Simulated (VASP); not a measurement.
A run of VASP 6.6.1:

The input INCAR:

```
PREC     = Accurate       # precision mode
ENCUT    = 520            # plane-wave cutoff, eV
EDIFF    = 1E-6           # SCF threshold, eV
ISMEAR   = 0              # smearing method
SIGMA    = 0.2            # smearing width, eV
LREAL    = F              # projectors in reciprocal space
LASPH    = T              # aspherical terms in the spheres
NELM     = 80             # most SCF steps
ALGO     = Normal         # electronic algorithm
ISIF     = 2              # what is computed and relaxed
LWAVE    = F              # write WAVECAR
LCHARG   = F              # write CHGCAR
GGA      = PE             # functional
NBANDS   = 22             # bands
```

File KPOINTS:

```
regular mesh
0
Gamma
  4 4 3
```

Contents of POSCAR:

```
Hf2H5
1.0
    4.3684236747      0.0000000000      0.0000000000
    0.0000000000      4.3684236747      0.0000000000
    0.0000000000      0.0000000000      3.0478178812
Hf H
2 5
Direct
    0.5000000000      0.0000000000      0.3701258373
    0.0000000000      0.5000000000      0.3701258373
    0.0000000000      0.0000000000      0.3679467223
    0.2589267808      0.2589267808      0.8705192733
    0.7410732192      0.7410732192      0.8705192733
    0.7410732192      0.2589267808      0.8705192733
    0.2589267808      0.7410732192      0.8705192733
```

Potentials or basis: VASP PAW PBE potentials, release 64 (Hf_pv, H).

The run is started by

```console
$ cat potpaw_PBE.64/Hf_pv/POTCAR potpaw_PBE.64/H/POTCAR > POTCAR
$ mpirun -np 1 vasp_std > vasp.out
```

Hardware: 1 thread of AMD EPYC 9R45 96-Core Processor (Zen 5) (shared host).

**Question.** Estimate the wall time of this run.

**Answer.** Wall time 7.2 s on 1 thread of AMD EPYC 9R45 96-Core Processor (Zen 5) (shared host), peak memory 0.13 GiB. Counts: scf iterations 15, k points 12.
